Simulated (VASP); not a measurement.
# Li3Ti: relaxation of cell and atoms with LDA

Li3Ti:

```xyz
4
Lattice="4.3475 0.0000 0.0000 0.0000 4.3475 0.0000 0.0000 0.0000 4.3475" Properties=species:S:1:pos:R:3 pbc="T T T"
Li    0.0000    0.0000    0.0000
Li    0.0000    2.1738    2.1738
Li    2.1738    0.0000    2.1738
Ti    2.1738    2.1738    0.0000
```

| Item | Value |
| --- | --- |
| Program | VASP 6.6.1 |
| Task | relaxation of cell and atoms |
| Functional | LDA |
| Potentials or basis | VASP PAW LDA potentials, release 64 (Li_sv, Ti_sv) |
| Cutoff | 600 eV |
| k mesh | 10 × 10 × 10 |
| Occupations | methfessel-paxton, width 0.05 eV |
| Spin | no spin polarisation |
| Dipole correction | no |
| Further INCAR settings | ALGO = Normal; EDIFF = 1e-06; IBRION = 2; EDIFFG = -0.01; NSW = 80; ISIF = 3 |

| Quantity | Value |
| --- | --- |
| Relaxed volume | 16.66 Å³/atom |
| Relaxed cell | a = 4.054 Å, b = 4.054 Å, c = 4.054 Å, α = 90.00°, β = 90.00°, γ = 90.00° |
| Space group after relaxing (to 0.1 Å) | Pm-3m (No. 221) |
| Energy gained by relaxing | 66.1 meV/atom |
| Ionic steps | 5 |
| Pressure after relaxing | 0.0 GPa |
| Band gap on the k mesh | zero (an odd number of electrons rules out a gap without spin polarisation) |

The path:
```tsv
step	energy change (eV)	largest force (eV/Å)	pressure (GPa)	volume (Å³)
1	0.0000	0.0000	-4.58	82.17
2	-0.1675	0.0000	-3.20	75.38
3	-0.2596	0.0000	-0.86	68.42
4	-0.2643	0.0000	0.17	66.28
5	-0.2645	0.0000	-0.01	66.63
```

Final structure:
```yaml
crystal:
  lattice:
    - [4.05406, 0.00000, 0.00000]
    - [0.00000, 4.05406, 0.00000]
    - [0.00000, 0.00000, 4.05406]
  atoms:
    - { symbol: Li, position: [0.00000, 0.00000, 0.00000] }
    - { symbol: Li, position: [0.00000, 0.50000, 0.50000] }
    - { symbol: Li, position: [0.50000, 0.00000, 0.50000] }
    - { symbol: Ti, position: [0.50000, 0.50000, 0.00000] }
```

Levels at points of the mesh, in eV from the Fermi level:
```
           k point  band 7  band 8  band 9  band 10  band 11  band 12  band 13  band 14
(0.00, 0.00, 0.00)  -33.17   -4.16   -0.15    -0.15     0.95     0.95     0.95     2.11
(0.50, 0.00, 0.00)  -33.16   -2.88   -1.77    -0.27     0.11     0.11     1.00     1.35
(0.50, 0.50, 0.00)  -33.16   -1.74   -1.39    -0.17    -0.17     0.37     0.37     1.34
(0.50, 0.50, 0.50)  -33.17   -0.17   -0.17    -0.17     0.28     0.28     0.28     0.29
```

Wall time 120 s on 1 thread of Intel(R) Xeon(R) 6975P-C (Granite Rapids), on a shared host, peak memory 0.23 GiB.

Caveat: the cutoff is under 1.25 times the usual one of these potentials, so pressure, stress and relaxed cells hold a basis-set (Pulay) error; the volume moved by over 15 % at a fixed basis, so the end points are rough.
